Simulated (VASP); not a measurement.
A run of VASP 6.6.1 is set up as follows.

File INCAR:

```
ALGO = Normal ; EDIFF = 1E-6
ENCUT = 500 ; GGA = PE
GGA_COMPAT = False ; ISIF = 2
ISMEAR = -1 ; LASPH = True
LCHARG = False ; LREAL = False
LWAVE = False ; NBANDS = 30
NELM = 120 ; PREC = Accurate
SIGMA = 0.05
```

Contents of KPOINTS:

```
k-points
0
Gamma
  5 5 5
```

File POSCAR:

```
Sr3Tc
1.0
    5.0786290677      0.0000000000      0.0000000000
    0.0000000000      5.0786290677      0.0000000000
    0.0000000000      0.0000000000      5.0786290677
Tc Sr
1 3
Direct
    0.0000000000      0.0000000000      0.0000000000
    0.0000000000      0.5000000000      0.5000000000
    0.5000000000      0.0000000000      0.5000000000
    0.5000000000      0.5000000000      0.0000000000
```

Potentials or basis: VASP PAW PBE potentials, release 64 (Tc_pv, Sr_sv).

Run with:

```console
$ cat potpaw_PBE.64/Tc_pv/POTCAR potpaw_PBE.64/Sr_sv/POTCAR > POTCAR
$ mpirun -np 1 vasp_std > vasp.out
```

(1) Estimate the band gap on the k mesh.

(2) What does it give for the pressure?

Answers

(1) zero (an odd number of electrons rules out a gap without spin polarisation).

(2) 0.6 GPa.
